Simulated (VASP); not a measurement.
# AlRu (P4/mmm) in VASP: notebook, part 2 of 3

VASP 6.6.1.

## Step 3: Single point, PBEsol (strain +0.030 along x and y, +0.000 along z)

The input, INCAR:

```
PREC = Accurate ; ENCUT = 520
EDIFF = 1E-7 ; ISMEAR = 0
SIGMA = 0.15 ; LREAL = False
LASPH = True ; NELM = 60
ALGO = Fast ; ISIF = 2
LWAVE = False ; LCHARG = False
GGA = PS ; NBANDS = 16
```

The input, KPOINTS:

```
regular mesh
0
Gamma
  20 20 20
```

The input, POSCAR:

```
AlRu
1.0
    3.0657000565      0.0000000000      0.0000000000
    0.0000000000      3.0657000565      0.0000000000
    0.0000000000      0.0000000000      2.9764078218
Al Ru
1 1
Direct
    0.0000000000      0.0000000000      0.0000000000
    0.5000000000      0.5000000000      0.5000000000
```

Potentials or basis: VASP PAW PBE potentials, release 64 (Al, Ru_pv).

Launch:

```bash
cat potpaw_PBE.64/Al/POTCAR potpaw_PBE.64/Ru_pv/POTCAR > POTCAR
mpirun -np 1 vasp_std > vasp.out
```

OUTCAR:

```text
PREC = Accurate
   ENCUT = 520
   EDIFF = 1E-7
   ISMEAR = 0
   LREAL = False
   LASPH = True
   NELM = 60
   ISIF = 2
   GGA = PS

 ion  position               nearest neighbor table
   1  0.000  0.000  0.000-   2 2.63   2 2.63   2 2.63   2 2.63   2 2.63   2 2.63   2 2.63   2 2.63

   2  0.500  0.500  0.500-   1 2.63   1 2.63   1 2.63   1 2.63   1 2.63   1 2.63   1 2.63   1 2.63

  LATTYP: Found a simple tetragonal cell.
 ALAT       =     3.0657000565
 C/A-ratio  =     0.9708737864

  Lattice vectors:

 A1 = (   3.0657000565,   0.0000000000,   0.0000000000)
 A2 = (   0.0000000000,   3.0657000565,   0.0000000000)
 A3 = (   0.0000000000,   0.0000000000,   2.9764078218)

Analysis of symmetry for initial positions (statically):
=====================================================================
 Subroutine PRICEL returns:
 Original cell was already a primitive cell.

 Routine SETGRP: Setting up the symmetry group for a
 simple tetragonal supercell.

 Subroutine GETGRP returns: Found 16 space group operations
 (whereof 16 operations were pure point group operations)
 out of a pool of 16 trial point group operations.

The static configuration has the point symmetry D_4h.

Analysis of symmetry for dynamics (positions and initial velocities):
=====================================================================
 Subroutine PRICEL returns:
 Original cell was already a primitive cell.

 Routine SETGRP: Setting up the symmetry group for a
 simple tetragonal supercell.

 Subroutine GETGRP returns: Found 16 space group operations
 (whereof 16 operations were pure point group operations)
 out of a pool of 16 trial point group operations.

The dynamic configuration has the point symmetry D_4h.

 Subroutine INISYM returns: Found 16 space group operations
 (whereof 16 operations are pure point group operations),
 and found     1 'primitive' translations

----------------------------------------------------------------------------------------

                                     Primitive cell

  volume of cell :      27.9738

  direct lattice vectors                    reciprocal lattice vectors
     3.065700056  0.000000000  0.000000000     0.326189771  0.000000000  0.000000000
     0.000000000  3.065700056  0.000000000     0.000000000  0.326189771  0.000000000
     0.000000000  0.000000000  2.976407822     0.000000000  0.000000000  0.335975464

  length of vectors
     3.065700056  3.065700056  2.976407822     0.326189771  0.326189771  0.335975464

  position of ions in fractional coordinates (direct lattice)
     0.000000000  0.000000000  0.000000000
     0.500000000  0.500000000  0.500000000

  ion indices of the primitive-cell ions
   primitive index   ion index
                 1           1
                 2           2

----------------------------------------------------------------------------------------

 KPOINTS: regular mesh

Automatic generation of k-mesh.
 Grid dimensions read from file:
 generate k-points for:   20   20   20

 Generating k-lattice:

  Cartesian coordinates                     Fractional coordinates (reciprocal lattice)
     0.016309489  0.000000000  0.000000000     0.050000000  0.000000000  0.000000000
     0.000000000  0.016309489  0.000000000     0.000000000  0.050000000  0.000000000
     0.000000000  0.000000000  0.016798773     0.000000000  0.000000000  0.050000000

  Length of vectors
     0.016309489  0.016309489  0.016798773

  Shift w.r.t. Gamma in fractional coordinates (k-lattice)
     0.000000000  0.000000000  0.000000000

 Subroutine IBZKPT returns following result:
 ===========================================

 Found    726 irreducible k-points:

 Following reciprocal coordinates:
            Coordinates               Weight
  0.000000  0.000000  0.000000      1.000000
  0.050000  0.000000  0.000000      4.000000
  0.100000  0.000000  0.000000      4.000000
  0.150000  0.000000  0.000000      4.000000
  0.200000  0.000000  0.000000      4.000000
  0.250000  0.000000  0.000000      4.000000
[... 16 lines left out ...]
  0.150000  0.100000  0.000000      8.000000
  0.200000  0.100000  0.000000      8.000000
 [... further k-points ...]
   k-points           NKPTS =    726   k-points in BZ     NKDIM =    726   number of bands    NBANDS=     16
   number of dos      NEDOS =    301   number of ions     NIONS =      2
   total plane-waves  NPLWV =  13824
   dimension x,y,z NGX =    24 NGY =   24 NGZ =   24
   dimension x,y,z NGXF=    48 NGYF=   48 NGZF=   48
   ions per type =               1   1
   NGX,Y,Z   is equivalent  to a cutoff of  13.01, 13.01, 13.41 a.u.
   NGXF,Y,Z  is equivalent  to a cutoff of  26.03, 26.03, 26.81 a.u.
 SYSTEM =  unknown system
   PREC   = accura    normal or accurate (medium, high low for compatibility)
   ISTART =      0    job   : 0-new  1-cont  2-samecut
   ICHARG =      2    charge: 1-file 2-atom 10-const
   ISPIN  =      1    spin polarized calculation?
   LNONCOLLINEAR =      F non collinear calculations
   LSORBIT =      F    spin-orbit coupling
   LASPH  =      T    aspherical Exc in radial PAW
   ENCUT  =  520.0 eV  38.22 Ry    6.18 a.u.   5.70  5.70  5.53*2*pi/ulx,y,z
   NELM   =     60;   NELMIN=  2; NELMDL= -5     # of ELM steps
   EDIFF  = 0.1E-06   stopping-criterion for ELM
   LREAL  =      F    real-space projection
   EDIFFG = 0.1E-05   stopping-criterion for IOM
   NSW    =      0    number of steps for IOM
   IBRION =     -1    ionic relax: 0-MD 1-quasi-New 2-CG
   NFREE  =      0    steps in history (QN), initial steepest desc. (CG)
   ISIF   =      2    stress and relaxation
   ISYM   =      2    0-nonsym 1-usesym 2-fastsym
   POTIM  = 0.5000    time-step for ionic-motion
   TEBEG  =    0.0;   TEEND  =   0.0 temperature during run
   PSTRESS=    0.0 pullay stress
   NELECT =      17.0000    total number of electrons
   NUPDOWN=      -1.0000    fix difference up-down
   EMIN   =  10.00;   EMAX   =-10.00  energy-range for DOS
   EFERMI =   0.00;   METHOD = LEGACY
   ISMEAR =     0;   SIGMA  =   0.15  broadening in eV -4-tet -1-fermi 0-gaus
   EFERMI_NEDOS =   21; number of points for ismear=-14 and -15
   IALGO  =     68    algorithm
   IMIX   =      4    mixing-type and parameters
     AMIX     =   0.40;   BMIX     =  1.00
     AMIX_MAG =   1.60;   BMIX_MAG =  1.00
  volume/ion in A,a.u.               =      13.99        94.39
  Fermi-wavevector in a.u.,A,eV,Ry     =   1.386672  2.620431 26.162105  1.922860
  Thomas-Fermi vector in A             =   2.510966
   LORBIT       =      0    0 simple, 1 ext, 2 COOP (PROOUT), +10 PAW based schemes
   GGA     = PS    functional components
   LHFCALC =     F    Hartree Fock is set to
   AEXX    =    0.0000 exact exchange contribution
   IVDW    =     0    specifies the selected vdW correction
   LEPSILON=     F    determine dielectric tensor
   LRPA    =     F    only Hartree local field effects (RPA)
 non-spin polarized calculation
 RMM-DIIS sequential band-by-band and
 Gauss-broadening in eV      SIGMA  =   0.15
  energy-cutoff  :      520.00
  volume of cell :       27.97
 maximum number of plane-waves:       775
 NGX is ok and might be reduce to    24
   NGX = 11   NGY = 11   NGZ = 11

 number of electron      17.0000002 magnetization

 Free energy of the ion-electron system (eV)
  ---------------------------------------------------
  ext. energy  EPLUGINS =         0.00000000
  ---------------------------------------------------
  free energy    TOTEN  =       -15.46093820 eV

  energy without entropy =      -15.44139371  energy(sigma->0) =      -15.45116595

 E-fermi :   9.9956     XC(G=0): -12.4631

 val. band max:        9.9952700418   @ k =   0.0500   0.0000   0.0500
 cond. band min:       9.9978673269   @ k =   0.3500   0.1500   0.0500
 fundamental gap:      0.0025972851
 Fermi energy:         9.9955794319

 k-point     1 :       0.0000    0.0000    0.0000
  band No.  band energies     occupation
      1     -31.7205      2.00000
      2     -31.7205      2.00000
      3     -31.6892      2.00000
      4       0.5627      2.00000
      5       6.6262      2.00000
      6       6.6319      2.00000
[... 8 lines left out ...]
     15      21.9940      0.00000
     16      24.2896      0.00000
[... 419 lines left out ...]
 k-point    24 :       0.2000    0.1000    0.0000
  band No.  band energies     occupation
      1     -31.7753      2.00000
      2     -31.7312      2.00000
      3     -31.6834      2.00000
      4       1.4438      2.00000
      5       6.7714      2.00000
      6       6.9108      2.00000
[... 8 lines left out ...]
     15      22.5939      0.00000
     16      25.8928      0.00000

 [... further k-points ...]

------------------------ aborting loop because EDIFF is reached ----------------------------------------

  FORCE on cell =-STRESS in cart. coord.  units (eV):
  Direction    XX          YY          ZZ          XY          YZ          ZX
  --------------------------------------------------------------------------------------
  -------------------------------------------------------------------------------------
  Total       -2.2341792     -2.2341792     -1.4430659      0.0000000      0.0000000      0.0000000
  in kB     -127.9607659   -127.9607659    -82.6504049      0.0000000      0.0000000      0.0000000
  external PRESSURE =    -112.8573123 kB  Pullay stress =       0.0000000 kB

 VOLUME and BASIS-vectors are now :
 -----------------------------------------------------------------------------
  energy-cutoff  :      520.00
  volume of cell :       27.97
      direct lattice vectors                 reciprocal lattice vectors
     3.065700056  0.000000000  0.000000000     0.326189771  0.000000000  0.000000000
     0.000000000  3.065700056  0.000000000     0.000000000  0.326189771  0.000000000
     0.000000000  0.000000000  2.976407822     0.000000000  0.000000000  0.335975464

 POSITION                                       TOTAL-FORCE (eV/Angst)
 -----------------------------------------------------------------------------------
      0.00000      0.00000      0.00000         0.000000      0.000000      0.000000
      1.53285      1.53285      1.48820         0.000000      0.000000      0.000000
 -----------------------------------------------------------------------------------
    total drift:                                0.000000     -0.000000     -0.000000

  FREE ENERGIE OF THE ION-ELECTRON SYSTEM (eV)
  ---------------------------------------------------
  free  energy   TOTEN  =       -15.4609382001 eV

  energy  without entropy=      -15.4413937099  energy(sigma->0) =      -15.45116595
```

OSZICAR:

```text
N       E                     dE             d eps       ncg     rms          rms(c)
DAV:   1     0.114357374442E+03    0.11436E+03   -0.91235E+03 23712   0.981E+02
DAV:   2    -0.143687612477E+02   -0.12873E+03   -0.12267E+03 27344   0.290E+02
DAV:   3    -0.162290489743E+02   -0.18603E+01   -0.18549E+01 29224   0.364E+01
DAV:   4    -0.162430648682E+02   -0.14016E-01   -0.13996E-01 29800   0.331E+00
DAV:   5    -0.162432731277E+02   -0.20826E-03   -0.20782E-03 28480   0.381E-01    0.120E+01
RMM:   6    -0.155786845672E+02    0.66459E+00   -0.24088E+00 23926   0.120E+01    0.233E+00
RMM:   7    -0.154803249037E+02    0.98360E-01   -0.16511E-01 24579   0.326E+00    0.179E+00
RMM:   8    -0.154613391710E+02    0.18986E-01   -0.19293E-02 25367   0.968E-01    0.203E-01
RMM:   9    -0.154609506816E+02    0.38849E-03   -0.14309E-03 26361   0.298E-01    0.124E-01
RMM:  10    -0.154609379411E+02    0.12740E-04   -0.17416E-04 28189   0.120E-01    0.273E-02
RMM:  11    -0.154609392640E+02   -0.13228E-05   -0.37216E-05 27953   0.468E-02    0.184E-02
RMM:  12    -0.154609383307E+02    0.93328E-06   -0.10657E-05 29074   0.262E-02    0.105E-02
RMM:  13    -0.154609381421E+02    0.18862E-06   -0.18841E-06 28515   0.113E-02    0.134E-02
RMM:  14    -0.154609382001E+02   -0.57962E-07   -0.74460E-07 27081   0.757E-03
   1 F= -.15460938E+02 E0= -.15451166E+02  d E =-.195445E-01
```

It took 1.7 min on 1 thread of Intel Xeon 6975P-C (Granite Rapids), shared host; peak memory 0.4 GiB.

Results:

| Quantity | Value |
| --- | --- |
| Free energy | -15.4609 eV |
| Pressure | -11.3 GPa |
| Band gap on the k mesh | zero (an odd number of electrons rules out a gap without spin polarisation) |

Stress tensor (GPa, compression positive):
```
-12.80   0.00   0.00
  0.00 -12.80   0.00
  0.00   0.00  -8.27
```

Caveat: the cell differs from its parent crystal (strain +0.030 along x and y, +0.000 along z); the cell stands under tension; the PAW data sets were made with another functional, which shifts forces and pressure a little.

## Step 4: Single point, PBEsol (strain +0.015 along x and y, +0.030 along z)

The input, INCAR:

```
PREC = Accurate
ENCUT = 520
EDIFF = 1E-7
ISMEAR = 0
SIGMA = 0.15
LREAL = False
LASPH = True
NELM = 100
ALGO = Fast
ISIF = 2
LWAVE = False
LCHARG = False
GGA = PS
NBANDS = 16
```

The input, KPOINTS:

```
Automatic mesh
0
Gamma
  20 20 20
```

The input, POSCAR:

```
AlRu
1.0
    3.0210539391      0.0000000000      0.0000000000
    0.0000000000      3.0210539391      0.0000000000
    0.0000000000      0.0000000000      3.0657000565
Al Ru
1 1
Direct
    0.0000000000      0.0000000000      0.0000000000
    0.5000000000      0.5000000000      0.5000000000
```

Launch:

```bash
cat potpaw_PBE.64/Al/POTCAR potpaw_PBE.64/Ru_pv/POTCAR > POTCAR
mpirun -np 1 vasp_std > vasp.out
```

Run time: 1.9 min. Hardware: 1 thread of Intel Xeon 6975P-C (Granite Rapids), shared host; peak memory 0.4 GiB.

The run converged. Its results:

| Quantity | Value |
| --- | --- |
| Free energy | -15.4663 eV |
| Pressure | -11.4 GPa |
| Band gap on the k mesh | zero (an odd number of electrons rules out a gap without spin polarisation) |

Stress tensor (GPa, compression positive):
```
-10.67   0.00   0.00
  0.00 -10.67   0.00
  0.00   0.00 -12.84
```

Levels at points of the mesh, in eV from the Fermi level:
| k point | band 6 | band 7 | band 8 | band 9 | band 10 | band 11 | band 12 | band 13 |
| --- | --- | --- | --- | --- | --- | --- | --- | --- |
| (0.00, 0.00, 0.00) | -3.36 | 0.15 | 0.15 | 0.23 | 5.58 | 6.01 | 6.01 | 10.71 |
| (0.50, 0.00, 0.00) | -2.59 | -1.62 | -1.46 | 0.39 | 2.20 | 7.46 | 10.52 | 10.90 |
| (0.50, 0.50, 0.00) | -1.28 | -1.28 | -1.17 | -1.17 | 1.48 | 5.12 | 5.89 | 10.04 |
| (0.00, 0.00, 0.50) | -2.65 | -1.45 | -1.45 | 0.45 | 1.96 | 7.48 | 10.89 | 10.89 |
| (0.50, 0.00, 0.50) | -1.41 | -1.31 | -1.06 | -1.02 | 1.39 | 4.93 | 5.81 | 10.36 |
| (0.50, 0.50, 0.50) | -4.38 | 1.46 | 1.56 | 2.34 | 3.95 | 4.03 | 4.03 | 8.10 |

Caveat: the cell differs from its parent crystal (strain +0.015 along x and y, +0.030 along z); the cell stands under tension; the PAW data sets were made with another functional, which shifts forces and pressure a little.

(Part 2 of 3 ends here.)
